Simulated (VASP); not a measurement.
# CsPbBr3 (Pm-3m) in VASP: notebook

The runs below take CsPbBr3 through single point, relaxation of cell and atoms, with r2SCAN, PBE.

Program: VASP 6.6.1. These are calculated values, not measurements. Logs are shortened: lines on timing, memory, paths and dates and some standing lists are left out, and cuts for length are marked.

### Step 1. The cell of the first run

The structure is cubic, space group Pm-3m (No. 221). Conventional cell: a = 5.943 Å, b = 5.943 Å, c = 5.943 Å, α = 90.00°, β = 90.00°, γ = 90.00°. Cs (site symmetry m-3m) has 12 Br at 4.20 Å and 8 Pb at 5.15 Å within 5.5 Å. Within 3.9 Å of Pb (site symmetry m-3m) lie 6 Br at 2.97 Å. Within 3.9 Å of Br (site symmetry 4/mmm) lie 2 Pb at 2.97 Å.

### Step 2. Single point, r2SCAN

File POSCAR:

```
CsPbBr3
1.0
    5.9429162574      0.0000000000      0.0000000000
    0.0000000000      5.9429162574      0.0000000000
    0.0000000000      0.0000000000      5.9429162574
Cs Pb Br
1 1 3
Direct
    0.0000000000      0.0000000000      0.0000000000
    0.5000000000      0.5000000000      0.5000000000
    0.0000000000      0.5000000000      0.5000000000
    0.5000000000      0.0000000000      0.5000000000
    0.5000000000      0.5000000000      0.0000000000
```

File INCAR.step1:

```
SYSTEM = CsPbBr3
  PREC = Accurate
  ENCUT = 520
  ISMEAR = -1
  SIGMA = 0.02
  LREAL = .False.
  LASPH = .True.
  NELM = 60
  NBANDS = 30
  GGA = PE
  ALGO = Normal
  EDIFF = 1E-4
  LWAVE = .True.
  LCHARG = .False.
```

File INCAR.step2:

```
SYSTEM = CsPbBr3
  PREC = Accurate
  ENCUT = 520
  EDIFF = 1E-6
  ISMEAR = -1
  SIGMA = 0.02
  LREAL = .False.
  LASPH = .True.
  NELM = 60
  ALGO = Normal
  ISIF = 2
  LWAVE = .False.
  LCHARG = .False.
  METAGGA = R2SCAN
  LMIXTAU = .True.
  NBANDS = 30
  ISTART = 1
```

File KPOINTS:

```
Automatic mesh
0
Gamma
  4 4 4
  0 0 0
```

Potentials or basis: VASP PAW PBE potentials, release 64 (Cs_sv, Pb_d, Br).

Run with:

```sh
$ cat potpaw_PBE.64/Cs_sv/POTCAR potpaw_PBE.64/Pb_d/POTCAR potpaw_PBE.64/Br/POTCAR > POTCAR
$ cp INCAR.step1 INCAR
$ mpirun -np 1 vasp_std > vasp.out
$ cp INCAR.step2 INCAR
$ mpirun -np 1 vasp_std > vasp.out
```

OUTCAR:

```text
SYSTEM = CsPbBr3
   PREC = Accurate
   ENCUT = 520
   EDIFF = 1E-6
   ISMEAR = -1
   LREAL = .False.
   LASPH = .True.
   NELM = 60
   ISIF = 2
   METAGGA = R2SCAN
   ISTART = 1

 ion  position               nearest neighbor table
   1  0.000  0.000  0.000-
   2  0.500  0.500  0.500-   3 2.97   4 2.97   5 2.97   5 2.97   4 2.97   3 2.97
   3  0.000  0.500  0.500-   2 2.97   2 2.97
   4  0.500  0.000  0.500-   2 2.97   2 2.97
   5  0.500  0.500  0.000-   2 2.97   2 2.97

  LATTYP: Found a simple cubic cell.
 ALAT       =     5.9429162574

  Lattice vectors:

 A1 = (   5.9429162574,   0.0000000000,   0.0000000000)
 A2 = (   0.0000000000,   5.9429162574,   0.0000000000)
 A3 = (   0.0000000000,   0.0000000000,   5.9429162574)

Analysis of symmetry for initial positions (statically):
=====================================================================
 Subroutine PRICEL returns:
 Original cell was already a primitive cell.

 Routine SETGRP: Setting up the symmetry group for a
 simple cubic supercell.

 Subroutine GETGRP returns: Found 48 space group operations
 (whereof 48 operations were pure point group operations)
 out of a pool of 48 trial point group operations.

The static configuration has the point symmetry O_h .

Analysis of symmetry for dynamics (positions and initial velocities):
=====================================================================
 Subroutine PRICEL returns:
 Original cell was already a primitive cell.

 Routine SETGRP: Setting up the symmetry group for a
 simple cubic supercell.

 Subroutine GETGRP returns: Found 48 space group operations
 (whereof 48 operations were pure point group operations)
 out of a pool of 48 trial point group operations.

The dynamic configuration has the point symmetry O_h .

 Subroutine INISYM returns: Found 48 space group operations
 (whereof 48 operations are pure point group operations),
 and found     1 'primitive' translations

----------------------------------------------------------------------------------------

                                     Primitive cell

  volume of cell :     209.8934

  direct lattice vectors                    reciprocal lattice vectors
     5.942916257  0.000000000  0.000000000     0.168267557  0.000000000  0.000000000
     0.000000000  5.942916257  0.000000000     0.000000000  0.168267557  0.000000000
     0.000000000  0.000000000  5.942916257     0.000000000  0.000000000  0.168267557

  length of vectors
     5.942916257  5.942916257  5.942916257     0.168267557  0.168267557  0.168267557

  position of ions in fractional coordinates (direct lattice)
     0.000000000  0.000000000  0.000000000
     0.500000000  0.500000000  0.500000000
     0.000000000  0.500000000  0.500000000
     0.500000000  0.000000000  0.500000000
     0.500000000  0.500000000  0.000000000

  ion indices of the primitive-cell ions
   primitive index   ion index
                 1           1
                 2           2
                 3           3
                 4           4
                 5           5

----------------------------------------------------------------------------------------

 KPOINTS: Automatic mesh

Automatic generation of k-mesh.
 Grid dimensions read from file:
 generate k-points for:    4    4    4

 Generating k-lattice:

  Cartesian coordinates                     Fractional coordinates (reciprocal lattice)
     0.042066889  0.000000000  0.000000000     0.250000000  0.000000000  0.000000000
     0.000000000  0.042066889  0.000000000     0.000000000  0.250000000  0.000000000
     0.000000000  0.000000000  0.042066889     0.000000000  0.000000000  0.250000000

  Length of vectors
     0.042066889  0.042066889  0.042066889

  Shift w.r.t. Gamma in fractional coordinates (k-lattice)
     0.000000000  0.000000000  0.000000000

 Subroutine IBZKPT returns following result:
 ===========================================

 Found     10 irreducible k-points:

 Following reciprocal coordinates:
            Coordinates               Weight
  0.000000  0.000000  0.000000      1.000000
  0.250000  0.000000  0.000000      6.000000
  0.500000  0.000000  0.000000      3.000000
  0.250000  0.250000  0.000000     12.000000
  0.500000  0.250000  0.000000     12.000000
  0.500000  0.500000  0.000000      3.000000
  0.250000  0.250000  0.250000      8.000000
  0.500000  0.250000  0.250000     12.000000
  0.500000  0.500000  0.250000      6.000000
  0.500000  0.500000  0.500000      1.000000
   k-points           NKPTS =     10   k-points in BZ     NKDIM =     10   number of bands    NBANDS=     30
   number of dos      NEDOS =    301   number of ions     NIONS =      5
   total plane-waves  NPLWV = 110592
   dimension x,y,z NGX =    48 NGY =   48 NGZ =   48
   dimension x,y,z NGXF=    96 NGYF=   96 NGZF=   96
   ions per type =               1   1   3
   NGX,Y,Z   is equivalent  to a cutoff of  13.43, 13.43, 13.43 a.u.
   NGXF,Y,Z  is equivalent  to a cutoff of  26.85, 26.85, 26.85 a.u.
 SYSTEM =  CsPbBr3
   PREC   = accura    normal or accurate (medium, high low for compatibility)
   ISTART =      1    job   : 0-new  1-cont  2-samecut
   ICHARG =      0    charge: 1-file 2-atom 10-const
   ISPIN  =      1    spin polarized calculation?
   LNONCOLLINEAR =      F non collinear calculations
   LSORBIT =      F    spin-orbit coupling
   LASPH  =      T    aspherical Exc in radial PAW
   ENCUT  =  520.0 eV  38.22 Ry    6.18 a.u.  11.05 11.05 11.05*2*pi/ulx,y,z
   NELM   =     60;   NELMIN=  2; NELMDL=  0     # of ELM steps
   EDIFF  = 0.1E-05   stopping-criterion for ELM
   LREAL  =      F    real-space projection
   EDIFFG = 0.1E-04   stopping-criterion for IOM
   NSW    =      0    number of steps for IOM
   IBRION =     -1    ionic relax: 0-MD 1-quasi-New 2-CG
   NFREE  =      0    steps in history (QN), initial steepest desc. (CG)
   ISIF   =      2    stress and relaxation
   ISYM   =      2    0-nonsym 1-usesym 2-fastsym
   POTIM  = 0.5000    time-step for ionic-motion
   TEBEG  =    0.0;   TEEND  =   0.0 temperature during run
   PSTRESS=    0.0 pullay stress
   NELECT =      44.0000    total number of electrons
   NUPDOWN=      -1.0000    fix difference up-down
   EMIN   =  10.00;   EMAX   =-10.00  energy-range for DOS
   EFERMI =   0.00;   METHOD = LEGACY
   ISMEAR =    -1;   SIGMA  =   0.02  broadening in eV -4-tet -1-fermi 0-gaus
   EFERMI_NEDOS =   21; number of points for ismear=-14 and -15
   IALGO  =     38    algorithm
   IMIX   =      4    mixing-type and parameters
     AMIX     =   0.40;   BMIX     =  1.00
     AMIX_MAG =   1.60;   BMIX_MAG =  1.00
  volume/ion in A,a.u.               =      41.98       283.29
  Fermi-wavevector in a.u.,A,eV,Ry     =   0.972507  1.837772 12.867983  0.945770
  Thomas-Fermi vector in A             =   2.102811
   LORBIT       =      0    0 simple, 1 ext, 2 COOP (PROOUT), +10 PAW based schemes
   METAGGA = R2SCAN    functional components
   LHFCALC =     F    Hartree Fock is set to
   AEXX    =    0.0000 exact exchange contribution
   IVDW    =     0    specifies the selected vdW correction
   LEPSILON=     F    determine dielectric tensor
   LRPA    =     F    only Hartree local field effects (RPA)
 non-spin polarized calculation
  energy-cutoff  :      520.00
  volume of cell :      209.89
 maximum number of plane-waves:      5695
 NGX is ok and might be reduce to    48
   NGX = 23   NGY = 23   NGZ = 23

 number of electron      43.9999990 magnetization

 Free energy of the ion-electron system (eV)
  ---------------------------------------------------
  ext. energy  EPLUGINS =         0.00000000
  ---------------------------------------------------
  free energy    TOTEN  =      -128.45801560 eV

  energy without entropy =     -128.45801560  energy(sigma->0) =     -128.45801560

 E-fermi :   1.0712     XC(G=0):  -7.8743

 val. band max:        0.6430090622   @ k =   0.5000   0.5000   0.5000
 cond. band min:       2.6995534746   @ k =   0.5000   0.5000   0.5000
 fundamental gap:      2.0565444124
 Fermi energy:         1.0711756746

 k-point     1 :       0.0000    0.0000    0.0000
  band No.  band energies     occupation
      1     -21.3069      2.00000
      2     -16.6913      2.00000
      3     -16.6913      2.00000
      4     -16.5500      2.00000
      5     -16.5500      2.00000
      6     -16.5500      2.00000
[... 22 lines left out ...]
     29       7.0249      0.00000
     30       7.0249      0.00000

 k-point     2 :       0.2500    0.0000    0.0000
  band No.  band energies     occupation
      1     -21.3065      2.00000
      2     -16.6912      2.00000
      3     -16.6631      2.00000
      4     -16.5504      2.00000
      5     -16.5504      2.00000
      6     -16.5500      2.00000
[... 22 lines left out ...]
     29       6.3763      0.00000
     30       7.1126      0.00000

 k-point     3 :       0.5000    0.0000    0.0000
  band No.  band energies     occupation
      1     -21.3060      2.00000
      2     -16.6912      2.00000
      3     -16.6343      2.00000
      4     -16.5508      2.00000
      5     -16.5508      2.00000
      6     -16.5500      2.00000
[... 22 lines left out ...]
     29       6.7369      0.00000
     30       7.6080      0.00000

 k-point     4 :       0.2500    0.2500    0.0000
  band No.  band energies     occupation
      1     -21.3061      2.00000
      2     -16.6775      2.00000
      3     -16.6479      2.00000
      4     -16.5508      2.00000
      5     -16.5504      2.00000
      6     -16.5504      2.00000
[... 154 lines left out ...]
     29       7.0688      0.00000
     30       7.1013      0.00000

 k-point     9 :       0.5000    0.5000    0.2500
  band No.  band energies     occupation
      1     -21.3049      2.00000
      2     -16.6330      2.00000
      3     -16.6008      2.00000
      4     -16.5517      2.00000
      5     -16.5513      2.00000
      6     -16.5513      2.00000
[... 22 lines left out ...]
     29       6.7412      0.00000
     30       7.2375      0.00000

 k-point    10 :       0.5000    0.5000    0.5000
  band No.  band energies     occupation
      1     -21.3046      2.00000
      2     -16.6008      2.00000
      3     -16.6008      2.00000
      4     -16.5517      2.00000
      5     -16.5517      2.00000
      6     -16.5517      2.00000
[... 22 lines left out ...]
     29       6.4863      0.00000
     30       7.7010      0.00000

------------------------ aborting loop because EDIFF is reached ----------------------------------------

  FORCE on cell =-STRESS in cart. coord.  units (eV):
  Direction    XX          YY          ZZ          XY          YZ          ZX
  --------------------------------------------------------------------------------------
  -------------------------------------------------------------------------------------
  Total        0.0244529      0.0244529      0.0244529     -0.0000000     -0.0000000     -0.0000000
  in kB        0.1866559      0.1866559      0.1866559     -0.0000000     -0.0000000     -0.0000000
  external PRESSURE =       0.1866559 kB  Pullay stress =       0.0000000 kB

 VOLUME and BASIS-vectors are now :
 -----------------------------------------------------------------------------
  energy-cutoff  :      520.00
  volume of cell :      209.89
      direct lattice vectors                 reciprocal lattice vectors
     5.942916257  0.000000000  0.000000000     0.168267557  0.000000000  0.000000000
     0.000000000  5.942916257  0.000000000     0.000000000  0.168267557  0.000000000
     0.000000000  0.000000000  5.942916257     0.000000000  0.000000000  0.168267557

 POSITION                                       TOTAL-FORCE (eV/Angst)
 -----------------------------------------------------------------------------------
      0.00000      0.00000      0.00000         0.000000      0.000000      0.000000
      2.97146      2.97146      2.97146         0.000000      0.000000      0.000000
      0.00000      2.97146      2.97146         0.000000      0.000000      0.000000
      2.97146      0.00000      2.97146         0.000000      0.000000      0.000000
      2.97146      2.97146      0.00000         0.000000      0.000000      0.000000
 -----------------------------------------------------------------------------------
    total drift:                                0.000000     -0.000000     -0.000000

  FREE ENERGIE OF THE ION-ELECTRON SYSTEM (eV)
  ---------------------------------------------------
  free  energy   TOTEN  =      -128.4580156009 eV

  energy  without entropy=     -128.4580156009  energy(sigma->0) =     -128.45801560
```

It took 2.7 min on 1 thread of Intel Xeon 8259CL, shared host; peak memory 0.4 GiB.

Results:

```yaml
Free_energy: -128.4580 eV
Pressure: 0.0 GPa
Band_gap_on_the_k_mesh: 2.06 eV
```

Caveat: the PAW data sets were made with another functional, which shifts forces and pressure a little; spin-orbit coupling is left out, which moves the levels of the heavy elements. A k mesh can miss the band edges.

### Step 3. Relaxation of cell and atoms, PBE

This run uses another cell than the first one, of 40.45 Å³/atom.

File INCAR:

```
PREC     = Accurate       # precision mode
ENCUT    = 600            # plane-wave cutoff, eV
EDIFF    = 1E-6           # SCF threshold, eV
ISMEAR   = -1             # smearing method
SIGMA    = 0.02           # smearing width, eV
LREAL    = False          # projectors in reciprocal space
LASPH    = True           # aspherical terms in the spheres
NELM     = 100            # most SCF steps
ALGO     = Normal         # electronic algorithm
ISIF     = 3              # what is computed and relaxed
LWAVE    = False          # write WAVECAR
LCHARG   = False          # write CHGCAR
GGA      = PE             # functional
IBRION   = 2              # ionic algorithm
NSW      = 80             # ionic steps
EDIFFG   = -0.005         # ionic threshold
```

File KPOINTS:

```
regular mesh
0
Gamma
  4 4 4
```

Edit POSCAR of step 2 so:

```diff
@@ -2,5 +2,5 @@
 1.0
-    5.9429162574      0.0000000000      0.0000000000
-    0.0000000000      5.9429162574      0.0000000000
-    0.0000000000      0.0000000000      5.9429162574
+    5.8700000000      0.0000000000      0.0000000000
+    0.0000000000      5.8700000000      0.0000000000
+    0.0000000000      0.0000000000      5.8700000000
 Cs Pb Br
```

Potentials or basis: VASP PAW PBE potentials, release 64 (Cs_sv, Pb_d, Br).

Run with:

```sh
$ cat potpaw_PBE.64/Cs_sv/POTCAR potpaw_PBE.64/Pb_d/POTCAR potpaw_PBE.64/Br/POTCAR > POTCAR
$ mpirun -np 1 vasp_std > vasp.out
```

Wall time 1.7 min (1 thread of Intel Xeon 8259CL, shared host); peak memory 0.38 GiB.

The run converged. Its results:

```yaml
Free_energy: -15.8725 eV
Relaxed_volume: 43.46 Å³/atom
Relaxed_cell: a = 6.012 Å, b = 6.012 Å, c = 6.012 Å, α = 90.00°, β = 90.00°, γ = 90.00°
Space_group_after_relaxing_to_0.1_Å: Pm-3m (No. 221)
Energy_gained_by_relaxing: 13.5 meV/atom
Ionic_steps: 3
Pressure_after_relaxing: 0.0 GPa
Band_gap_on_the_k_mesh: 1.80 eV
```

Step by step:
```tsv
step	energy change (eV)	largest force (eV/Å)	pressure (GPa)	volume (Å³)
1	0.0000	0.0000	1.56	202.26
2	-0.0651	0.0000	0.28	214.02
3	-0.0677	0.0000	-0.02	217.28
```

Final structure:
```yaml
crystal:
  lattice:
    - [6.01184, 0.00000, 0.00000]
    - [0.00000, 6.01184, 0.00000]
    - [0.00000, 0.00000, 6.01184]
  atoms:
    - { symbol: Cs, position: [0.00000, 0.00000, 0.00000] }
    - { symbol: Pb, position: [0.50000, 0.50000, 0.50000] }
    - { symbol: Br, position: [0.00000, 0.50000, 0.50000] }
    - { symbol: Br, position: [0.50000, 0.00000, 0.50000] }
    - { symbol: Br, position: [0.50000, 0.50000, 0.00000] }
```

Levels at points of the mesh, in eV from the valence-band top:
| k point | band 18 | band 19 | band 20 | band 21 | band 22 | band 23 | band 24 | band 25 | band 26 |
| --- | --- | --- | --- | --- | --- | --- | --- | --- | --- |
| (0.00, 0.00, 0.00) | -1.69 | -1.69 | -1.61 | -1.61 | -1.61 | 3.32 | 4.53 | 4.53 | 5.26 |
| (0.50, 0.00, 0.00) | -1.83 | -1.80 | -1.69 | -1.69 | -1.20 | 2.70 | 4.70 | 5.32 | 5.44 |
| (0.50, 0.50, 0.00) | -1.89 | -1.89 | -1.87 | -1.28 | -0.59 | 2.28 | 2.28 | 4.92 | 5.46 |
| (0.50, 0.50, 0.50) | -1.87 | -1.27 | -1.27 | -1.27 | 0.00 | 1.80 | 1.80 | 1.80 | 4.81 |

Caveat: spin-orbit coupling is left out, which moves the levels of the heavy elements.
